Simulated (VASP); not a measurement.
# Cu (Fm-3m) in VASP: notebook

The runs below take Cu through single point, with revPBE+D4, LDA.

Everything below comes from runs of VASP 6.6.1. Logs are shortened: lines on timing, memory, paths and dates and some standing lists are left out, and cuts for length are marked.

## Step 1: The cell of the first run

The structure is cubic, space group Fm-3m (No. 225). The conventional cell has a = 3.663 Å, b = 3.663 Å, c = 3.663 Å, α = 90.00°, β = 90.00°, γ = 90.00°. Within 3.4 Å of Cu (site symmetry m-3m) lie 12 Cu at 2.59 Å.

## Step 2: Single point, revPBE+D4

The input, INCAR:

```
SYSTEM = Cu
PREC     = Accurate       ! precision mode
ENCUT    = 600            ! plane-wave cutoff, eV
EDIFF    = 1E-6           ! SCF threshold, eV
ISMEAR   = -1             ! smearing method
SIGMA    = 0.05           ! smearing width, eV
LREAL    = .False.        ! projectors in reciprocal space
LASPH    = .True.         ! aspherical terms in the spheres
NELM     = 120            ! most SCF steps
ALGO     = Normal         ! electronic algorithm
ISIF     = 2              ! what is computed and relaxed
LWAVE    = .False.        ! write WAVECAR
LCHARG   = .True.         ! write CHGCAR
GGA      = RE             ! functional
IVDW     = 13             ! dispersion correction
LELF     = .True.         ! ELF
LVHAR    = .True.       
NBANDS   = 12             ! bands
GGA_COMPAT= .False.
```

The input, KPOINTS:

```
regular mesh
0
Gamma
  13 13 13
  0 0 0
```

The input, POSCAR:

```
Cu
1.0
    0.0000000000      1.8312856224      1.8312856224
    1.8312856224      0.0000000000      1.8312856224
    1.8312856224      1.8312856224      0.0000000000
Cu
1
Direct
    0.0000000000      0.0000000000      0.0000000000
```

Potentials or basis: VASP PAW PBE potentials, release 64 (Cu).

Command:

```
$ cat potpaw_PBE.64/Cu/POTCAR > POTCAR
$ mpirun -np 1 vasp_std > vasp.out
```

OUTCAR:

```text
SYSTEM = Cu
   PREC = Accurate
   ENCUT = 600
   EDIFF = 1E-6
   ISMEAR = -1
   LREAL = .False.
   LASPH = .True.
   NELM = 120
   ISIF = 2
   GGA = RE
   IVDW = 13

 ion  position               nearest neighbor table
   1  0.000  0.000  0.000-

  LATTYP: Found a face centered cubic cell.
 ALAT       =     3.6625712448

  Lattice vectors:

 A1 = (   0.0000000000,   1.8312856224,   1.8312856224)
 A2 = (   1.8312856224,   0.0000000000,   1.8312856224)
 A3 = (   1.8312856224,   1.8312856224,   0.0000000000)

Analysis of symmetry for initial positions (statically):
=====================================================================
 Subroutine PRICEL returns:
 Original cell was already a primitive cell.

 Routine SETGRP: Setting up the symmetry group for a
 face centered cubic supercell.

 Subroutine GETGRP returns: Found 48 space group operations
[... 9 lines left out ...]

 Routine SETGRP: Setting up the symmetry group for a
 face centered cubic supercell.

 Subroutine GETGRP returns: Found 48 space group operations
[... 11 lines left out ...]
                                     Primitive cell

  volume of cell :      12.2828

  direct lattice vectors                    reciprocal lattice vectors
     0.000000000  1.831285622  1.831285622    -0.273032232  0.273032232  0.273032232
     1.831285622  0.000000000  1.831285622     0.273032232 -0.273032232  0.273032232
     1.831285622  1.831285622  0.000000000     0.273032232  0.273032232 -0.273032232

  length of vectors
     2.589828964  2.589828964  2.589828964     0.472905697  0.472905697  0.472905697

  position of ions in fractional coordinates (direct lattice)
     0.000000000  0.000000000  0.000000000

  ion indices of the primitive-cell ions
   primitive index   ion index
                 1           1

----------------------------------------------------------------------------------------

 KPOINTS: regular mesh

Automatic generation of k-mesh.
 Grid dimensions read from file:
 generate k-points for:   13   13   13

 Generating k-lattice:

  Cartesian coordinates                     Fractional coordinates (reciprocal lattice)
    -0.021002479  0.021002479  0.021002479     0.076923077  0.000000000  0.000000000
     0.021002479 -0.021002479  0.021002479     0.000000000  0.076923077  0.000000000
     0.021002479  0.021002479 -0.021002479     0.000000000  0.000000000  0.076923077

  Length of vectors
     0.036377361  0.036377361  0.036377361

  Shift w.r.t. Gamma in fractional coordinates (k-lattice)
     0.000000000  0.000000000  0.000000000

 Subroutine IBZKPT returns following result:
 ===========================================

 Found     84 irreducible k-points:

 Following reciprocal coordinates:
            Coordinates               Weight
  0.000000  0.000000  0.000000      1.000000
  0.076923  0.000000  0.000000      8.000000
  0.153846  0.000000  0.000000      8.000000
  0.230769  0.000000  0.000000      8.000000
  0.307692  0.000000  0.000000      8.000000
  0.384615  0.000000  0.000000      8.000000
[... 16 lines left out ...]
  0.384615  0.153846  0.000000     24.000000
  0.461538  0.153846  0.000000     24.000000
 [... further k-points ...]
   k-points           NKPTS =     84   k-points in BZ     NKDIM =     84   number of bands    NBANDS=     12
   number of dos      NEDOS =    301   number of ions     NIONS =      1
   total plane-waves  NPLWV =  13824
   dimension x,y,z NGX =    24 NGY =   24 NGZ =   24
   dimension x,y,z NGXF=    48 NGYF=   48 NGZF=   48
   ions per type =               1
   NGX,Y,Z   is equivalent  to a cutoff of  15.41, 15.41, 15.41 a.u.
   NGXF,Y,Z  is equivalent  to a cutoff of  30.81, 30.81, 30.81 a.u.
 SYSTEM =  Cu
   PREC   = accura    normal or accurate (medium, high low for compatibility)
   ISTART =      0    job   : 0-new  1-cont  2-samecut
   ICHARG =      2    charge: 1-file 2-atom 10-const
   ISPIN  =      1    spin polarized calculation?
   LNONCOLLINEAR =      F non collinear calculations
   LSORBIT =      F    spin-orbit coupling
   LASPH  =      T    aspherical Exc in radial PAW
   ENCUT  =  600.0 eV  44.10 Ry    6.64 a.u.   5.17  5.17  5.17*2*pi/ulx,y,z
   NELM   =    120;   NELMIN=  2; NELMDL= -5     # of ELM steps
   EDIFF  = 0.1E-05   stopping-criterion for ELM
   LREAL  =      F    real-space projection
   EDIFFG = 0.1E-04   stopping-criterion for IOM
   NSW    =      0    number of steps for IOM
   IBRION =     -1    ionic relax: 0-MD 1-quasi-New 2-CG
   NFREE  =      0    steps in history (QN), initial steepest desc. (CG)
   ISIF   =      2    stress and relaxation
   ISYM   =      2    0-nonsym 1-usesym 2-fastsym
   POTIM  = 0.5000    time-step for ionic-motion
   TEBEG  =    0.0;   TEEND  =   0.0 temperature during run
   PSTRESS=    0.0 pullay stress
   NELECT =      11.0000    total number of electrons
   NUPDOWN=      -1.0000    fix difference up-down
   EMIN   =  10.00;   EMAX   =-10.00  energy-range for DOS
   EFERMI =   0.00;   METHOD = LEGACY
   ISMEAR =    -1;   SIGMA  =   0.05  broadening in eV -4-tet -1-fermi 0-gaus
   EFERMI_NEDOS =   21; number of points for ismear=-14 and -15
   IALGO  =     38    algorithm
   IMIX   =      4    mixing-type and parameters
     AMIX     =   0.40;   BMIX     =  1.00
     AMIX_MAG =   1.60;   BMIX_MAG =  1.00
  volume/ion in A,a.u.               =      12.28        82.89
  Fermi-wavevector in a.u.,A,eV,Ry     =   1.577997  2.981983 33.879542  2.490076
  Thomas-Fermi vector in A             =   2.678595
   LORBIT       =      0    0 simple, 1 ext, 2 COOP (PROOUT), +10 PAW based schemes
   GGA     = RE    functional components
   LHFCALC =     F    Hartree Fock is set to
   AEXX    =    0.0000 exact exchange contribution
   IVDW    =    13    specifies the selected vdW correction
   LEPSILON=     F    determine dielectric tensor
   LRPA    =     F    only Hartree local field effects (RPA)
 non-spin polarized calculation
  energy-cutoff  :      600.00
  volume of cell :       12.28
 maximum number of plane-waves:       423
 NGX is ok and might be reduce to    24
   NGX = 11   NGY = 11   NGZ = 11

 number of electron      11.0000001 magnetization

 Free energy of the ion-electron system (eV)
  ---------------------------------------------------
  ext. energy  EPLUGINS =         0.00000000
  ---------------------------------------------------
  free energy    TOTEN  =        -3.35317030 eV

  energy without entropy =       -3.35039756  energy(sigma->0) =       -3.35178393

 E-fermi :   7.3912     XC(G=0): -12.3999

 val. band max:        7.2003616643   @ k =   0.4615   0.2308   0.0000
 cond. band min:       7.4092815570   @ k =   0.4615   0.3077   0.0000
 fundamental gap:      0.2089198927
 Fermi energy:         7.3912490196

 k-point     1 :       0.0000    0.0000    0.0000
  band No.  band energies     occupation
      1      -1.8272      2.00000
      2       4.3106      2.00000
      3       4.3106      2.00000
      4       4.3106      2.00000
      5       5.0810      2.00000
      6       5.0810      2.00000
      7      29.4588      0.00000
      8      31.8738      0.00000
      9      31.8738      0.00000
     10      31.8738      0.00000
     11      34.3120      0.00000
     12      34.3120      0.00000

 k-point     2 :       0.0769    0.0000    0.0000
  band No.  band energies     occupation
      1      -1.6180      2.00000
      2       4.2687      2.00000
      3       4.3481      2.00000
      4       4.3481      2.00000
      5       5.0669      2.00000
      6       5.0669      2.00000
      7      27.9500      0.00000
      8      30.2809      0.00000
      9      31.2617      0.00000
     10      31.2617      0.00000
     11      35.2245      0.00000
     12      35.2245      0.00000

 k-point     3 :       0.1538    0.0000    0.0000
  band No.  band energies     occupation
      1      -1.0040      2.00000
      2       4.1663      2.00000
      3       4.4290      2.00000
      4       4.4290      2.00000
      5       5.0539      2.00000
      6       5.0539      2.00000
      7      24.1266      0.00000
      8      29.8879      0.00000
      9      30.3515      0.00000
     10      30.3515      0.00000
     11      36.1783      0.00000
     12      36.6765      0.00000

 k-point     4 :       0.2308    0.0000    0.0000
  band No.  band energies     occupation
      1      -0.0399      2.00000
      2       4.0793      2.00000
      3       4.4635      2.00000
      4       4.4635      2.00000
      5       5.1236      2.00000
      6       5.1236      2.00000
      7      20.2753      0.00000
      8      29.4375      0.00000
      9      29.6225      0.00000
     10      29.6225      0.00000
     11      35.5350      0.00000
     12      35.5350      0.00000

 k-point     5 :       0.3077    0.0000    0.0000
  band No.  band energies     occupation
      1       1.1082      2.00000
      2       4.1827      2.00000
      3       4.4120      2.00000
      4       4.4120      2.00000
      5       5.2970      2.00000
      6       5.2970      2.00000
      7      16.6983      0.00000
      8      28.8459      0.00000
      9      29.1292      0.00000
     10      29.1292      0.00000
     11      33.8099      0.00000
     12      33.8099      0.00000
[... 228 lines left out ...]
      1      -0.0257      2.00000
      2       3.8797      2.00000
      3       4.5718      2.00000
      4       4.6671      2.00000
      5       4.8761      2.00000
      6       5.2586      2.00000
      7      23.3566      0.00000
      8      25.8256      0.00000
      9      27.2633      0.00000
     10      28.9821      0.00000
     11      31.3454      0.00000
     12      38.9157      0.00000

 k-point    22 :       0.3077    0.1538    0.0000
  band No.  band energies     occupation
      1       0.9682      2.00000
      2       3.7822      2.00000
      3       4.4090      2.00000
      4       4.6918      2.00000
      5       5.2263      2.00000
      6       5.3908      2.00000
      7      19.6157      0.00000
      8      25.0941      0.00000
      9      26.4589      0.00000
     10      27.9103      0.00000
     11      33.1374      0.00000
     12      38.1793      0.00000

 k-point    23 :       0.3846    0.1538    0.0000
  band No.  band energies     occupation
      1       1.9984      2.00000
      2       3.8255      2.00000
      3       4.2636      2.00000
      4       4.6402      2.00000
      5       5.5440      2.00000
      6       5.8315      2.00000
      7      16.1501      0.00000
      8      24.8010      0.00000
      9      25.0787      0.00000
     10      27.2778      0.00000
     11      35.9388      0.00000
     12      37.4943      0.00000

 k-point    24 :       0.4615    0.1538    0.0000
  band No.  band energies     occupation
      1       2.6053      2.00000
      2       3.9820      2.00000
      3       4.3259      2.00000
      4       4.5696      2.00000
      5       5.6306      2.00000
      6       6.8945      1.99990
      7      13.1108      0.00000
      8      23.6937      0.00000
      9      24.9800      0.00000
     10      27.1514      0.00000
     11      36.6881      0.00000
     12      36.8285      0.00000

 [... further k-points ...]

------------------------ aborting loop because EDIFF is reached ----------------------------------------

  DFT-D4 for vdW energy calculation

  Edisp (eV):   -0.94389

  FORCE on cell =-STRESS in cart. coord.  units (eV):
  Direction    XX          YY          ZZ          XY          YZ          ZX
  --------------------------------------------------------------------------------------
  -------------------------------------------------------------------------------------
  Total      -0.88930    -0.88930    -0.88930     0.00000     0.00000     0.00000
  in kB    -116.00076  -116.00076  -116.00076     0.00000     0.00000     0.00000
  external pressure =     -116.00 kB  Pullay stress =        0.00 kB

 VOLUME and BASIS-vectors are now :
 -----------------------------------------------------------------------------
  energy-cutoff  :      600.00
  volume of cell :       12.28
      direct lattice vectors                 reciprocal lattice vectors
     0.000000000  1.831285622  1.831285622    -0.273032232  0.273032232  0.273032232
     1.831285622  0.000000000  1.831285622     0.273032232 -0.273032232  0.273032232
     1.831285622  1.831285622  0.000000000     0.273032232  0.273032232 -0.273032232

 POSITION                                       TOTAL-FORCE (eV/Angst)
 -----------------------------------------------------------------------------------
      0.00000      0.00000      0.00000        -0.000000     -0.000000     -0.000000
 -----------------------------------------------------------------------------------
    total drift:                               -0.000000      0.000000     -0.000000

  FREE ENERGIE OF THE ION-ELECTRON SYSTEM (eV)
  ---------------------------------------------------
  free  energy   TOTEN  =        -4.2970563664 eV

  energy  without entropy=       -4.2942836229  energy(sigma->0) =       -4.29566999
```

Run time: 14 s. Hardware: 1 thread of Intel Xeon Platinum 8488C (Sapphire Rapids), shared host; peak memory 0.15 GiB.

What came out:

```
Free energy                : -4.2971 eV
Pressure                   : -11.6 GPa
Dispersion energy per atom : -0.944 eV
```

Levels at points of the mesh, in eV from the Fermi level:
| k point | band 2 | band 3 | band 4 | band 5 | band 6 | band 7 | band 8 | band 9 | band 10 | band 11 |
| --- | --- | --- | --- | --- | --- | --- | --- | --- | --- | --- |
| (0.00, 0.00, 0.00) | -3.08 | -3.08 | -3.08 | -2.31 | -2.31 | 22.07 | 24.48 | 24.48 | 24.48 | 26.92 |

Caveat: the PAW data sets were made with another functional, which shifts forces and pressure a little; pairwise dispersion overbinds metals, which lowers pressure and volume.

## Step 3: Single point, revPBE+D4

This run uses another cell than the first one, of 12.52 Å³/atom, 1.019 times its volume.

The input, INCAR:

```
SYSTEM = Cu
  PREC = Accurate
  ENCUT = 600
  EDIFF = 1E-6
  ISMEAR = -1
  SIGMA = 0.05
  LREAL = .False.
  LASPH = .True.
  NELM = 120
  ALGO = Normal
  ISIF = 2
  LWAVE = .False.
  LCHARG = .False.
  GGA = RE
  IVDW = 13
  NBANDS = 12
  GGA_COMPAT = .False.
```

KPOINTS is that of step 2.

The input, POSCAR:

```
Cu
1.0
    0.0000000000      1.8429501765      1.8429501765
    1.8429501765      0.0000000000      1.8429501765
    1.8429501765      1.8429501765      0.0000000000
Cu
1
Direct
    0.0000000000      0.0000000000      0.0000000000
```

Potentials or basis: VASP PAW PBE potentials, release 64 (Cu).

Command:

```
$ cat potpaw_PBE.64/Cu/POTCAR > POTCAR
$ mpirun -np 1 vasp_std > vasp.out
```

Run time: 9.6 s. Hardware: 1 thread of Intel Xeon Platinum 8488C (Sapphire Rapids), shared host; peak memory 0.14 GiB.

It converged, with:

```yaml
Free_energy: -4.2785 eV
Pressure: -13.5 GPa
Dispersion_energy_per_atom: -0.927 eV
```

Levels at points of the mesh, in eV from the Fermi level:
| k point | band 2 | band 3 | band 4 | band 5 | band 6 | band 7 | band 8 | band 9 | band 10 | band 11 |
| --- | --- | --- | --- | --- | --- | --- | --- | --- | --- | --- |
| (0.00, 0.00, 0.00) | -3.02 | -3.02 | -3.02 | -2.27 | -2.27 | 21.92 | 24.19 | 24.19 | 24.19 | 26.62 |

Caveat: the PAW data sets were made with another functional, which shifts forces and pressure a little; pairwise dispersion overbinds metals, which lowers pressure and volume.

[end of part 1 of 2]
